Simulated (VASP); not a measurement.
# Li4SiN in VASP: a series of runs, part 3 of 3

VASP 6.6.1. The steps go on from the part before.

**7. Relaxation of cell and atoms, PBE**

This run uses another cell than the first one, of 13.44 Å³/atom, 0.981 times its volume.

Input file INCAR:

```
SYSTEM = Li4SiN
  PREC = Accurate
  ENCUT = 600
  EDIFF = 1E-6
  ISMEAR = 0
  SIGMA = 0.1
  LREAL = .False.
  LASPH = .True.
  NELM = 80
  ALGO = Normal
  ISIF = 3
  LWAVE = .False.
  LCHARG = .False.
  GGA = PE
  IBRION = 2
  NSW = 100
  EDIFFG = -0.01
```

Input file KPOINTS:

```
regular mesh
0
Gamma
  8 8 16
  0 0 0
```

Input file POSCAR:

```
Li4SiN
1.0
    5.7411974162      0.0000000000      0.0000000000
    0.0000000000      5.7411974162      0.0000000000
    0.0000000000      0.0000000000      2.4462188562
Li Si N
4 1 1
Direct
    0.7038782299      0.7038782299      0.5000000000
    0.2961217701      0.2961217701      0.5000000000
    0.2961217701      0.7038782299      0.5000000000
    0.7038782299      0.2961217701      0.5000000000
    0.0000000000      0.0000000000      0.0000000000
    0.5000000000      0.5000000000      0.0000000000
```

Potentials or basis: VASP PAW PBE potentials, release 64 (Li_sv, Si, N).

The run is started by

```
$ cat potpaw_PBE.64/Li_sv/POTCAR potpaw_PBE.64/Si/POTCAR potpaw_PBE.64/N/POTCAR > POTCAR
$ mpirun -np 1 vasp_std > vasp.out
```

OUTCAR:

```text
SYSTEM = Li4SiN
   PREC = Accurate
   ENCUT = 600
   EDIFF = 1E-6
   ISMEAR = 0
   LREAL = .False.
   LASPH = .True.
   NELM = 80
   ISIF = 3
   GGA = PE
   IBRION = 2
   NSW = 100
   EDIFFG = -0.01

 ion  position               nearest neighbor table
   1  0.704  0.704  0.500-   6 2.06   6 2.06   3 2.34   4 2.34   5 2.70   5 2.70
   2  0.296  0.296  0.500-   6 2.06   6 2.06   3 2.34   4 2.34   5 2.70   5 2.70
   3  0.296  0.704  0.500-   6 2.06   6 2.06   1 2.34   2 2.34   5 2.70   5 2.70
   4  0.704  0.296  0.500-   6 2.06   6 2.06   1 2.34   2 2.34   5 2.70   5 2.70
   5  0.000  0.000  0.000-   1 2.70   2 2.70   3 2.70   4 2.70   1 2.70   2 2.70   3 2.70   4 2.70

   6  0.500  0.500  0.000-   1 2.06   2 2.06   3 2.06   4 2.06   1 2.06   2 2.06   3 2.06   4 2.06

  LATTYP: Found a simple tetragonal cell.
 ALAT       =     5.7411974162
 C/A-ratio  =     0.4260816479

  Lattice vectors:

 A1 = (   5.7411974162,   0.0000000000,   0.0000000000)
[... 404 lines left out ...]
 k-point     1 :       0.0000    0.0000    0.0000
  band No.  band energies     occupation
      1     -42.6940      2.00000
      2     -42.6337      2.00000
      3     -42.6337      2.00000
      4     -42.5793      2.00000
      5     -10.5581      2.00000
      6      -6.4351      2.00000
      7       0.0696      2.00000
      8       0.0696      2.00000
      9       0.5993      2.00000
     10       0.5993      2.00000
     11       2.2454      2.00000
     12       3.7383      0.00000
     13       4.5474      0.00000
     14       7.4177      0.00000
[... 377 lines left out ...]
      1     -42.6903      2.00000
      2     -42.6329      2.00000
      3     -42.6309      2.00000
      4     -42.5789      2.00000
      5     -10.5065      2.00000
      6      -6.3000      2.00000
      7      -0.4951      2.00000
      8      -0.2584      2.00000
      9       0.4442      2.00000
     10       0.6400      2.00000
     11       4.2672      0.00000
     12       4.4921      0.00000
     13       5.4386      0.00000
     14       6.9780      0.00000

 [... further k-points ...]
[... 5 lines left out ...]
  --------------------------------------------------------------------------------------
  -------------------------------------------------------------------------------------
  Total        0.0494082      0.0494082     -0.0434179      0.0000000      0.0000000      0.0000000
  in kB        0.9694933      0.9694933     -0.8519503      0.0000000      0.0000000      0.0000000
  external PRESSURE =       0.3623455 kB  Pullay stress =       0.0000000 kB
[... 21 lines left out ...]
  FREE ENERGIE OF THE ION-ELECTRON SYSTEM (eV)
  ---------------------------------------------------
  free  energy   TOTEN  =       -22.3535129534 eV

  energy  without entropy=      -22.3520605651  energy(sigma->0) =      -22.35278676

 reached required accuracy - stopping structural energy minimisation
```

OSZICAR:

```text
N       E                     dE             d eps       ncg     rms          rms(c)
DAV:   1     0.116853055307E+03    0.11685E+03   -0.10513E+04  3780   0.162E+03
DAV:   2    -0.629880174661E+01   -0.12315E+03   -0.11965E+03  4664   0.350E+02
[... 46 lines left out ...]
       N       E                     dE             d eps       ncg     rms          rms(c)
DAV:   1    -0.223534911988E+02   -0.57016E-04   -0.47190E-02  3792   0.238E+00    0.493E-02
DAV:   2    -0.223535273385E+02   -0.36140E-04   -0.82482E-04  4676   0.283E-01    0.333E-02
DAV:   3    -0.223535147554E+02    0.12583E-04   -0.64682E-05  5136   0.669E-02    0.165E-02
DAV:   4    -0.223535128092E+02    0.19462E-05   -0.84360E-06  5118   0.198E-02    0.493E-03
DAV:   5    -0.223535129534E+02   -0.14419E-06   -0.25896E-06  3272   0.127E-02
   6 F= -.22353513E+02 E0= -.22352787E+02  d E =-.527252E-03
```

Wall time 6.7 min (1 thread of Intel Xeon Platinum 8259CL at 2.50GHz (Skylake/Cascade Lake), shared host); peak memory 0.34 GiB.

What came out:

```
Free energy                            : -22.3535 eV
Relaxed volume                         : 13.61 Å³/atom
Relaxed cell                           : a = 5.693 Å, b = 5.693 Å, c = 2.519 Å, α = 90.00°, β = 90.00°, γ = 90.00°
Space group after relaxing (to 0.05 Å) : P4/mmm (No. 123)
Energy gained by relaxing              : 8.7 meV/atom
Ionic steps                            : 6
Pressure after relaxing                : 0.0 GPa
Largest force after relaxing           : 0.005 eV/Å
```

Forces on the atoms (eV/Å):
```
Li  -0.004 -0.004  0.000
Li   0.004  0.004  0.000
Li   0.004 -0.004  0.000
Li  -0.004  0.004  0.000
Si   0.000  0.000  0.000
N    0.000  0.000  0.000
```

Stress tensor (GPa, compression positive):
```
 0.10  0.00  0.00
 0.00  0.10  0.00
 0.00  0.00 -0.09
```

Step by step:
| step | energy change (eV) | largest force (eV/Å) | pressure (GPa) | volume (Å³) |
| --- | --- | --- | --- | --- |
| 1 | 0.0000 | 0.1310 | 1.02 | 80.63 |
| 2 | -0.0487 | 0.0763 | 0.11 | 81.61 |
| 3 | -0.0519 | 0.0474 | -0.18 | 81.91 |
| 4 | -0.0519 | 0.0455 | -0.18 | 81.94 |
| 5 | -0.0523 | 0.0215 | -0.04 | 81.76 |
| 6 | -0.0524 | 0.0050 | 0.04 | 81.65 |

Final structure:
```
Li Si N
1.0
     5.69285    0.00000    0.00000
     0.00000    5.69285    0.00000
     0.00000    0.00000    2.51944
Li Si N
4 1 1
Direct
  0.70233 0.70233 0.50000
  0.29767 0.29767 0.50000
  0.29767 0.70233 0.50000
  0.70233 0.29767 0.50000
  0.00000 0.00000 0.00000
  0.50000 0.50000 0.00000
```

Levels at points of the mesh, in eV from the Fermi level:
| k point | band 7 | band 8 | band 9 | band 10 | band 11 | band 12 | band 13 | band 14 |
| --- | --- | --- | --- | --- | --- | --- | --- | --- |
| (0.00, 0.00, 0.00) | -2.87 | -2.87 | -2.34 | -2.34 | -0.70 | 0.80 | 1.60 | 4.48 |
| (0.50, 0.00, 0.00) | -3.39 | -3.03 | -2.69 | -2.55 | 1.27 | 1.61 | 2.30 | 4.24 |
| (0.50, 0.50, 0.00) | -3.90 | -3.90 | -2.00 | -2.00 | 1.61 | 3.12 | 3.78 | 3.78 |
| (0.00, 0.00, 0.50) | -4.01 | -3.74 | -1.83 | -1.83 | 1.82 | 1.82 | 4.22 | 4.22 |
| (0.50, 0.00, 0.50) | -4.08 | -3.77 | -1.70 | -1.41 | 0.67 | 1.28 | 3.14 | 4.27 |
| (0.50, 0.50, 0.50) | -3.90 | -3.74 | -2.04 | -2.04 | 1.66 | 1.66 | 3.15 | 3.15 |

Caveat: the cutoff is under 1.25 times the usual one of these potentials, so pressure, stress and relaxed cells hold a basis-set (Pulay) error.

**8. The runs side by side**

| task | spin | cell | k mesh | cutoff (eV) | gap on the mesh (eV) | pressure (GPa) | relaxed volume (Å³/atom) | largest force (eV/Å) |
| --- | --- | --- | --- | --- | --- | --- | --- | --- |
| single point | off | a = 5.742, b = 5.742, c = 2.494 Å, 6 atoms | 4 × 4 × 4 | 520 | none | - | - | 0.02 |
| single point | off | a = 5.741, b = 5.741, c = 2.446 Å, 6 atoms | 4 × 4 × 6 | 520 | none | - | - | 0.01 |
| relaxation of cell and atoms | off | relaxed from a = 5.742, b = 5.742, c = 2.494 Å, 6 atoms | 4 × 4 × 6 | 600 | none | -0.3 | 13.50 | 0.01 |
| single point | off | a = 5.706, b = 5.706, c = 2.520 Å, 6 atoms | 8 × 8 × 16 | 520 | none | - | - | 0.01 |
| single point | collinear, ferromagnetic start | a = 5.741, b = 5.741, c = 2.446 Å, 6 atoms | 4 × 4 × 8 | 520 | none | - | - | 0.10 |
| relaxation of cell and atoms | off | relaxed from a = 5.741, b = 5.741, c = 2.446 Å, 6 atoms | 8 × 8 × 16 | 600 | none | 0.0 | 13.61 | - |

Alike in all rows: level PBE; potentials or basis VASP PAW PBE potentials, release 64 (Li_sv, Si, N); smearing gaussian 0.1 eV.

Caveats: some runs use coarse meshes; the cutoff is under 1.25 times the usual one of these potentials, so pressure, stress and relaxed cells hold a basis-set (Pulay) error.

Absolute energies hang on the potentials; compare differences alone.
